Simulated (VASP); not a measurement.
Here is a VASP 6.6.1 calculation.

INCAR

```
SYSTEM = V
ALGO = Normal
EDIFF = 1E-6
ENCUT = 500
GGA = PS
GGA_COMPAT = .False.
ISIF = 2
ISMEAR = 0
LASPH = .True.
LCHARG = .False.
LREAL = .False.
LWAVE = .False.
NBANDS = 12
NELM = 120
PREC = Accurate
SIGMA = 0.1
```

The input KPOINTS:

```
k-points
0
Gamma
  8 8 8
  0 0 0
```

POSCAR

```
V
1.0
   -1.4795630796      1.4795630796      1.4795630796
    1.4795630796     -1.4795630796      1.4795630796
    1.4795630796      1.4795630796     -1.4795630796
V
1
Direct
    0.0000000000      0.0000000000      0.0000000000
```

Potentials or basis: VASP PAW PBE potentials, release 64 (V_sv).

Run with:

```console
$ cat potpaw_PBE.64/V_sv/POTCAR > POTCAR
$ mpirun -np 1 vasp_std > vasp.out
```

Question: Predict the pressure.

Answer: -1.4 GPa.

Caveat: the k points lie up to 0.38 Å⁻¹ apart; the PAW data sets were made with another functional, which shifts forces and pressure a little.
